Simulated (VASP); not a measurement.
Crystal: Al4Ru3.

```xyz
7
Lattice="0.0346 0.0052 2.9698 5.9370 -0.0930 0.0697 -0.0930 6.0851 0.0105" Properties=species:S:1:pos:R:3 pbc="T T T"
Al    1.4528    1.6468    1.5133
Al    4.4388    4.3371    1.8110
Al    4.4615    1.3256    1.2028
Al    1.4319    4.5470    1.7958
Ru    2.8952    0.0443   -0.0532
Ru   -0.0384    3.1298   -0.1190
Ru    2.9597    2.9561    0.0297
```

* Program: VASP 6.6.1
* Task: relaxation of cell and atoms
* Functional: PBE
* Potentials or basis: VASP PAW PBE potentials, release 64 (Al, Ru_pv)
* Cutoff: 600 eV
* k mesh: 8 × 4 × 4
* Occupations: gaussian, width 0.2 eV
* Spin: no spin polarisation

At the start: pressure 4.7 GPa; volume 15.32 Å³/atom.

Q: How do energy, volume and symmetry change on relaxing?

A: Over 18 steps the energy falls by 218.9 meV/atom and the volume is 15.17 Å³/atom (-1.0 %); space group P1 (No. 1, to 0.1 Å) before, P4/mmm (No. 123, to 0.1 Å).

Step by step:
| step | energy change (eV) | largest force (eV/Å) | pressure (GPa) | volume (Å³) |
| --- | --- | --- | --- | --- |
| 1 | 0.0000 | 3.4571 | 4.68 | 107.25 |
| 2 | -0.8047 | 1.1752 | -9.19 | 114.17 |
| 3 | -0.8393 | 1.2170 | -7.32 | 112.74 |
| 4 | -1.1570 | 1.0135 | 5.28 | 103.79 |
| 5 | -1.1721 | 1.0264 | 2.74 | 105.24 |
| 6 | -1.3855 | 0.8244 | 1.54 | 105.49 |
| 7 | -1.4510 | 0.7417 | 1.02 | 105.69 |
| 8 | -1.5035 | 0.3917 | -1.80 | 107.34 |
| 9 | -1.5044 | 0.3680 | -2.21 | 107.58 |
| 10 | -1.5209 | 0.2301 | 1.41 | 105.38 |
| 11 | -1.5253 | 0.1422 | 0.26 | 106.06 |
| 12 | -1.5300 | 0.0703 | 0.06 | 106.15 |
| 13 | -1.5305 | 0.0715 | 0.04 | 106.19 |
| 14 | -1.5314 | 0.0404 | -0.08 | 106.26 |
| 15 | -1.5316 | 0.0464 | -0.19 | 106.31 |
| 16 | -1.5318 | 0.0287 | 0.29 | 106.03 |
| 17 | -1.5319 | 0.0306 | 0.11 | 106.14 |
| 18 | -1.5321 | 0.0159 | 0.02 | 106.19 |

Final structure:
```
Al Ru
1.0
    -0.00033    0.00195    2.96540
     5.98480   -0.00174    0.00051
     0.00300    5.98325   -0.00323
Al Ru
4 3
Cartesian
  1.5166 1.5183 1.4818
  4.4698 4.4673 1.4800
  4.4722 1.5114 1.4826
  1.5171 4.4691 1.4800
  2.9912 -0.0003 0.0010
  5.9854 2.9903 -0.0011
  2.9953 2.9905 -0.0013
```
